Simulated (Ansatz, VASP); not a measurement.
AlNi: VASP beside Ansatz

```
Al Ni
1.0
     2.86217    0.00000    0.00000
     0.00000    2.86217    0.00000
     0.00000    0.00000    2.86217
Al Ni
1 1
Direct
  0.00000 0.00000 0.00000
  0.55043 0.55043 0.55043
```

Change from the starting cell: all Ni atoms moved -0.250 Å, as atom 2 towards its neighbour atom 1 (Al) at 2.479 Å.

Alike in both runs: task single point; functional PBEsol; k mesh 20 × 20 × 20; occupations gaussian, width 0.15 eV; no spin polarisation.

```csv
,VASP,Ansatz
version,VASP 6.6.1,Ansatz 0.2.0
potentials or method,"VASP PAW PBE potentials, release 64 (Al, Ni), cutoff 520 eV","scalar-relativistic, plane waves, PAW"
valence electrons in the cell,13,21
```

```csv
,VASP,Ansatz,Ansatz less VASP
gap on the k mesh at the Fermi level (eV),none,none,-
pressure (GPa),4.6,4.5,-0.14
"traceless stress, the component that is largest in VASP (GPa)",3.37,3.35,-0.026
rms of the force components (eV/Å),1.034,1.028,-0.0068
```

VASP's potentials were made for PBE, not for PBEsol. Atom by atom the forces differ by 0.007 eV/Å (rms over components). A gap of «none» marks a metal or a gap that the smearing closes. The functional is the same, so the differences come from potentials, cutoffs and numerics. VASP's potentials hold 13 valence electrons a cell and Ansatz's 21, so a difference there can come from the potentials and not from the codes.
